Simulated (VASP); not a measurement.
# Tc (P6_3/mmc) in VASP: further runs

Runs on Tc. Level: PBEsol. Tasks: single point.

Program: VASP 6.6.1. These are calculated values, not measurements. Logs are shortened: lines on timing, memory, paths and dates and some standing lists are left out, and cuts for length are marked.

## 1. The cell of the first run

Symmetry: P6_3/mmc, No. 194, hexagonal system. The conventional cell has a = 2.740 Å, b = 2.740 Å, c = 4.398 Å, α = 90.00°, β = 90.00°, γ = 120.00°. Within 3.6 Å of Tc (site symmetry -6m2) lie 12 Tc at 2.71 to 2.74 Å.

## 2. Single point, PBEsol

The input, INCAR:

```
ALGO = Fast ; EDIFF = 1E-6
ENCUT = 520 ; GGA = PS
ISIF = 2 ; ISMEAR = -1
LASPH = True ; LCHARG = False
LREAL = False ; LWAVE = False
NBANDS = 20 ; NELM = 60
PREC = Accurate ; SIGMA = 0.05
```

The input, KPOINTS:

```
k-points
0
Gamma
  11 11 6
```

The input, POSCAR:

```
Tc
1.0
    2.7400000000      0.0000000000      0.0000000000
   -1.3700000000      2.3729096064      0.0000000000
    0.0000000000      0.0000000000      4.3980000000
Tc
2
Direct
    0.6666666667      0.3333333333      0.7500000000
    0.3333333333      0.6666666667      0.2500000000
```

Potentials or basis: VASP PAW PBE potentials, release 64 (Tc_pv).

Started as:

```bash
$ cat potpaw_PBE.64/Tc_pv/POTCAR > POTCAR
$ mpirun -np 1 vasp_std > vasp.out
```

OUTCAR:

```text
EDIFF = 1E-6
   ENCUT = 520
   GGA = PS
   ISIF = 2
   ISMEAR = -1
   LASPH = True
   LREAL = False
   NELM = 60
   PREC = Accurate

 ion  position               nearest neighbor table
   1  0.667  0.333  0.750-   2 2.71   2 2.71   2 2.71   2 2.71   2 2.71   2 2.71
   2  0.333  0.667  0.250-   1 2.71   1 2.71   1 2.71   1 2.71   1 2.71   1 2.71

  LATTYP: Found a hexagonal cell.
 ALAT       =     2.7400000000
 C/A-ratio  =     1.6051094891

  Lattice vectors:

 A1 = (   2.7400000000,   0.0000000000,   0.0000000000)
 A2 = (  -1.3700000000,   2.3729096064,   0.0000000000)
 A3 = (   0.0000000000,   0.0000000000,   4.3980000000)

Analysis of symmetry for initial positions (statically):
=====================================================================
 Subroutine PRICEL returns:
 Original cell was already a primitive cell.

 Routine SETGRP: Setting up the symmetry group for a
 hexagonal supercell.

 Subroutine GETGRP returns: Found 24 space group operations
 (whereof 12 operations were pure point group operations)
 out of a pool of 24 trial point group operations.

The static configuration has the point symmetry D_3d.
 The point group associated with its full space group is D_6h.

Analysis of symmetry for dynamics (positions and initial velocities):
=====================================================================
 Subroutine PRICEL returns:
 Original cell was already a primitive cell.

 Routine SETGRP: Setting up the symmetry group for a
 hexagonal supercell.

 Subroutine GETGRP returns: Found 24 space group operations
 (whereof 12 operations were pure point group operations)
 out of a pool of 24 trial point group operations.

The dynamic configuration has the point symmetry D_3d.
 The point group associated with its full space group is D_6h.

 Subroutine INISYM returns: Found 24 space group operations
 (whereof 12 operations are pure point group operations),
 and found     1 'primitive' translations

----------------------------------------------------------------------------------------

                                     Primitive cell

  volume of cell :      28.5948

  direct lattice vectors                    reciprocal lattice vectors
     2.740000000  0.000000000  0.000000000     0.364963504  0.210711777  0.000000000
    -1.370000000  2.372909606  0.000000000     0.000000000  0.421423554  0.000000000
     0.000000000  0.000000000  4.398000000     0.000000000  0.000000000  0.227376080

  length of vectors
     2.740000000  2.740000000  4.398000000     0.421423554  0.421423554  0.227376080

  position of ions in fractional coordinates (direct lattice)
     0.666666667  0.333333333  0.750000000
     0.333333333  0.666666667  0.250000000

  ion indices of the primitive-cell ions
   primitive index   ion index
                 1           1
                 2           2

----------------------------------------------------------------------------------------

 KPOINTS: k-points

Automatic generation of k-mesh.
 Grid dimensions read from file:
 generate k-points for:   11   11    6

 Generating k-lattice:

  Cartesian coordinates                     Fractional coordinates (reciprocal lattice)
     0.033178500  0.019155616  0.000000000     0.090909091  0.000000000  0.000000000
     0.000000000  0.038311232  0.000000000     0.000000000  0.090909091  0.000000000
     0.000000000  0.000000000  0.037896013     0.000000000  0.000000000  0.166666667

  Length of vectors
     0.038311232  0.038311232  0.037896013

  Shift w.r.t. Gamma in fractional coordinates (k-lattice)
     0.000000000  0.000000000  0.000000000

 Subroutine IBZKPT returns following result:
 ===========================================

 Found     64 irreducible k-points:

 Following reciprocal coordinates:
            Coordinates               Weight
  0.000000  0.000000  0.000000      1.000000
  0.090909 -0.000000  0.000000      6.000000
  0.181818  0.000000  0.000000      6.000000
  0.272727  0.000000  0.000000      6.000000
  0.363636  0.000000  0.000000      6.000000
  0.454545  0.000000  0.000000      6.000000
[... 16 lines left out ...]
  0.090909  0.090909  0.166667     12.000000
  0.181818  0.090909  0.166667     24.000000
 [... further k-points ...]
   k-points           NKPTS =     64   k-points in BZ     NKDIM =     64   number of bands    NBANDS=     20
   number of dos      NEDOS =    301   number of ions     NIONS =      2
   total plane-waves  NPLWV =  14400
   dimension x,y,z NGX =    20 NGY =   20 NGZ =   36
   dimension x,y,z NGXF=    40 NGYF=   40 NGZF=   72
   ions per type =               2
   NGX,Y,Z   is equivalent  to a cutoff of  12.13, 12.13, 13.61 a.u.
   NGXF,Y,Z  is equivalent  to a cutoff of  24.27, 24.27, 27.22 a.u.
 SYSTEM =  unknown system
   PREC   = accura    normal or accurate (medium, high low for compatibility)
   ISTART =      0    job   : 0-new  1-cont  2-samecut
   ICHARG =      2    charge: 1-file 2-atom 10-const
   ISPIN  =      1    spin polarized calculation?
   LNONCOLLINEAR =      F non collinear calculations
   LSORBIT =      F    spin-orbit coupling
   LASPH  =      T    aspherical Exc in radial PAW
   ENCUT  =  520.0 eV  38.22 Ry    6.18 a.u.   5.09  5.09  8.18*2*pi/ulx,y,z
   NELM   =     60;   NELMIN=  2; NELMDL= -5     # of ELM steps
   EDIFF  = 0.1E-05   stopping-criterion for ELM
   LREAL  =      F    real-space projection
   EDIFFG = 0.1E-04   stopping-criterion for IOM
   NSW    =      0    number of steps for IOM
   IBRION =     -1    ionic relax: 0-MD 1-quasi-New 2-CG
   NFREE  =      0    steps in history (QN), initial steepest desc. (CG)
   ISIF   =      2    stress and relaxation
   ISYM   =      2    0-nonsym 1-usesym 2-fastsym
   POTIM  = 0.5000    time-step for ionic-motion
   TEBEG  =    0.0;   TEEND  =   0.0 temperature during run
   PSTRESS=    0.0 pullay stress
   NELECT =      26.0000    total number of electrons
   NUPDOWN=      -1.0000    fix difference up-down
   EMIN   =  10.00;   EMAX   =-10.00  energy-range for DOS
   EFERMI =   0.00;   METHOD = LEGACY
   ISMEAR =    -1;   SIGMA  =   0.05  broadening in eV -4-tet -1-fermi 0-gaus
   EFERMI_NEDOS =   21; number of points for ismear=-14 and -15
   IALGO  =     68    algorithm
   IMIX   =      4    mixing-type and parameters
     AMIX     =   0.40;   BMIX     =  1.00
     AMIX_MAG =   1.60;   BMIX_MAG =  1.00
  volume/ion in A,a.u.               =      14.30        96.48
  Fermi-wavevector in a.u.,A,eV,Ry     =   1.586002  2.997108 34.224109  2.515401
  Thomas-Fermi vector in A             =   2.685380
   LORBIT       =      0    0 simple, 1 ext, 2 COOP (PROOUT), +10 PAW based schemes
   GGA     = PS    functional components
   LHFCALC =     F    Hartree Fock is set to
   AEXX    =    0.0000 exact exchange contribution
   IVDW    =     0    specifies the selected vdW correction
   LEPSILON=     F    determine dielectric tensor
   LRPA    =     F    only Hartree local field effects (RPA)
 non-spin polarized calculation
 RMM-DIIS sequential band-by-band and
  energy-cutoff  :      520.00
  volume of cell :       28.59
 maximum number of plane-waves:       784
   NGX = 11   NGY = 11   NGZ = 17

 number of electron      25.9999998 magnetization

 Free energy of the ion-electron system (eV)
  ---------------------------------------------------
  ext. energy  EPLUGINS =         0.00000000
  ---------------------------------------------------
  free energy    TOTEN  =       -22.52744914 eV

  energy without entropy =      -22.51069042  energy(sigma->0) =      -22.51906978

 E-fermi :  12.5110     XC(G=0): -13.9472

 val. band max:       12.5105705939   @ k =   0.3636   0.0000   0.1667
 cond. band min:      12.5229072454   @ k =   0.3636   0.2727   0.5000
 fundamental gap:      0.0123366516
 Fermi energy:        12.5110045767

 k-point     1 :       0.0000    0.0000    0.0000
  band No.  band energies     occupation
      1     -26.8668      2.00000
      2     -25.7554      2.00000
      3     -25.7554      2.00000
      4     -25.5684      2.00000
      5     -25.5684      2.00000
      6     -25.5253      2.00000
[... 12 lines left out ...]
     19      23.5612      0.00000
     20      26.8164      0.00000

 k-point     2 :       0.0909   -0.0000    0.0000
  band No.  band energies     occupation
      1     -26.8330      2.00000
      2     -25.8318      2.00000
      3     -25.7801      2.00000
      4     -25.6475      2.00000
      5     -25.5791      2.00000
      6     -25.5396      2.00000
[... 12 lines left out ...]
     19      23.5160      0.00000
     20      27.4251      0.00000

 k-point     3 :       0.1818    0.0000    0.0000
  band No.  band energies     occupation
      1     -26.7372      2.00000
      2     -26.0364      2.00000
      3     -25.8538      2.00000
      4     -25.8441      2.00000
      5     -25.6099      2.00000
      6     -25.5829      2.00000
[... 12 lines left out ...]
     19      23.3265      0.00000
     20      28.4500      0.00000

 k-point     4 :       0.2727    0.0000    0.0000
  band No.  band energies     occupation
      1     -26.5954      2.00000
      2     -26.3032      2.00000
      3     -26.1116      2.00000
      4     -25.9238      2.00000
      5     -25.6554      2.00000
      6     -25.6530      2.00000
[... 12 lines left out ...]
     19      23.0269      0.00000
     20      26.6834      0.00000

 k-point     5 :       0.3636    0.0000    0.0000
  band No.  band energies     occupation
      1     -26.5462      2.00000
      2     -26.4356      2.00000
      3     -26.3382      2.00000
      4     -25.9943      2.00000
      5     -25.7512      2.00000
      6     -25.6944      2.00000
[... 12 lines left out ...]
     19      23.3240      0.00000
     20      24.1051      0.00000
[... 353 lines left out ...]
      6     -25.7149      2.00000
[... 12 lines left out ...]
     19      24.2033      0.00000
     20      25.2789      0.00000

 k-point    22 :       0.4545    0.0000    0.1667
  band No.  band energies     occupation
      1     -26.7430      2.00000
      2     -26.5367      2.00000
      3     -26.2044      2.00000
      4     -26.0145      2.00000
      5     -25.8167      2.00000
      6     -25.7412      2.00000
[... 12 lines left out ...]
     19      23.6929      0.00000
     20      24.8194      0.00000

 k-point    23 :       0.0909    0.0909    0.1667
  band No.  band energies     occupation
      1     -26.7025      2.00000
      2     -25.9332      2.00000
      3     -25.8828      2.00000
      4     -25.7833      2.00000
      5     -25.6267      2.00000
      6     -25.6025      2.00000
[... 12 lines left out ...]
     19      24.6416      0.00000
     20      27.8845      0.00000

 k-point    24 :       0.1818    0.0909    0.1667
  band No.  band energies     occupation
      1     -26.6185      2.00000
      2     -26.1401      2.00000
      3     -26.0829      2.00000
      4     -25.8747      2.00000
      5     -25.6846      2.00000
      6     -25.6416      2.00000
[... 12 lines left out ...]
     19      24.6268      0.00000
     20      28.0701      0.00000

 [... further k-points ...]
[... 5 lines left out ...]
  --------------------------------------------------------------------------------------
  -------------------------------------------------------------------------------------
  Total       -1.2801632     -1.2801632     -1.2994172      0.0000000      0.0000000     -0.0000000
  in kB      -71.7280380    -71.7280380    -72.8068461      0.0000000      0.0000000     -0.0000000
  external PRESSURE =     -72.0876407 kB  Pullay stress =       0.0000000 kB

 VOLUME and BASIS-vectors are now :
 -----------------------------------------------------------------------------
  energy-cutoff  :      520.00
  volume of cell :       28.59
      direct lattice vectors                 reciprocal lattice vectors
     2.740000000  0.000000000  0.000000000     0.364963504  0.210711777  0.000000000
    -1.370000000  2.372909606  0.000000000     0.000000000  0.421423554  0.000000000
     0.000000000  0.000000000  4.398000000     0.000000000  0.000000000  0.227376080

 POSITION                                       TOTAL-FORCE (eV/Angst)
 -----------------------------------------------------------------------------------
      1.37000      0.79097      3.29850         0.000000      0.000000      0.000000
     -0.00000      1.58194      1.09950        -0.000000     -0.000000      0.000000
 -----------------------------------------------------------------------------------
    total drift:                               -0.000000      0.000000     -0.000000

  FREE ENERGIE OF THE ION-ELECTRON SYSTEM (eV)
  ---------------------------------------------------
  free  energy   TOTEN  =       -22.5274491422 eV

  energy  without entropy=      -22.5106904233  energy(sigma->0) =      -22.51906978
```

It took 12 s on 1 thread of Intel Xeon 6975P-C (Granite Rapids), shared host; peak memory 0.15 GiB.

What came out:

```
Free energy            : -22.5274 eV
Pressure               : -7.2 GPa
Band gap on the k mesh : zero (band 13 reaches 13.96 eV, above the bottom of band 14 at 10.84 eV)
```

Stress tensor (GPa, compression positive):
```
-7.17  0.00  0.00
 0.00 -7.17  0.00
 0.00  0.00 -7.28
```

Levels at points of the mesh, in eV from the Fermi level:
| k point | band 11 | band 12 | band 13 | band 14 | band 15 | band 16 |
| --- | --- | --- | --- | --- | --- | --- |
| (0.00, 0.00, 0.00) | -1.48 | -0.82 | -0.82 | -0.10 | -0.10 | 1.65 |
| (0.00, 0.00, 0.50) | -1.67 | -1.67 | -1.67 | -1.67 | 1.89 | 1.89 |

Caveat: the PAW data sets were made with another functional, which shifts forces and pressure a little.

## 3. Single point, PBEsol, non-collinear spin, zero start, spin-orbit coupling

The input, INCAR:

```
PREC = Accurate
ENCUT = 520
EDIFF = 1E-6
ISMEAR = -1
SIGMA = 0.05
LREAL = False
LASPH = True
NELM = 150
ALGO = Normal
ISIF = 2
LWAVE = False
LCHARG = True
MAGMOM = 0 0 0 0 0 0
LORBIT = 11
LSORBIT = True
GGA_COMPAT = False
LORBMOM = True
LMAXMIX = 4
GGA = PS
LVHAR = True
NBANDS = 38
```

The input, KPOINTS:

```
regular mesh
0
Gamma
  8 8 4
```

POSCAR is that of step 2.

Potentials or basis: VASP PAW PBE potentials, release 64 (Tc_pv).

Started as:

```bash
$ cat potpaw_PBE.64/Tc_pv/POTCAR > POTCAR
$ mpirun -np 1 vasp_ncl > vasp.out
```

Wall time 24 s (1 thread of Intel Xeon 6975P-C (Granite Rapids), shared host); peak memory 0.22 GiB.

Results (log left out):

```
Free energy                                           : -22.7339 eV
Pressure                                              : -7.7 GPa
Net moment                                            : 0.00 μB per cell
Valence electrons inside the program's atomic spheres : Tc 12.10
```

Stress tensor (GPa, compression positive):
```
-7.14  0.00  0.00
 0.00 -7.14  0.00
 0.00  0.00 -8.93
```

Moments on the atoms (μB; x, y, z):
```
Tc  0.00 0.00 0.00
Tc  0.00 0.00 0.00
```

Caveat: the PAW data sets were made with another functional, which shifts forces and pressure a little.
